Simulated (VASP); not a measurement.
A run of VASP 6.6.1:

The input INCAR:

```
ALGO = Normal ; EDIFF = 1E-7
ENCUT = 520 ; GGA = PE
ISIF = 2 ; ISMEAR = 0
LASPH = True ; LCHARG = False
LREAL = False ; LWAVE = False
NBANDS = 80 ; NELM = 100
PREC = Accurate ; SIGMA = 0.05
```

The input KPOINTS:

```
k-points
0
Gamma
  3 2 3
```

Contents of POSCAR:

```
Sc12C
1.0
    6.6200000000      0.0000000000      0.0000000000
   -4.9650000000      8.5996320000      0.0000000000
    0.0000000000      0.0000000000      5.2761400000
Sc C
12 1
Direct
   -0.0027744435     -0.0028184927      0.0309989879
    0.1801488665      0.2409851956      0.4759324051
   -0.0051785736      0.3350807337     -0.0149724988
    0.1601803781      0.5534199603      0.5061713677
    0.0010076047      0.6619128586      0.0080701043
    0.1731630922      0.8856619679      0.5092594207
    0.4931170676     -0.0093417951      0.0136103288
    0.6678239970      0.2263123585      0.4696423901
    0.5056939835      0.3364785842     -0.0220917186
    0.6676023640      0.5518204732      0.4925780969
    0.4848666982      0.6568476419      0.0113289261
    0.6556306465      0.8846197140      0.5116903645
    0.0111817088      0.0145071324      0.6315696703
```

Potentials or basis: VASP PAW PBE potentials, release 64 (Sc_sv, C).

Command:

```sh
$ cat potpaw_PBE.64/Sc_sv/POTCAR potpaw_PBE.64/C/POTCAR > POTCAR
$ mpirun -np 1 vasp_std > vasp.out
```

Hardware: 1 thread of Intel Xeon 8259CL, on a shared host.

**Question.** Estimate the wall time of this run.

**Answer.** Run time: 12 min on 1 thread of Intel Xeon 8259CL, on a shared host, peak memory 0.49 GiB. Counts: scf iterations 22, k points 10.
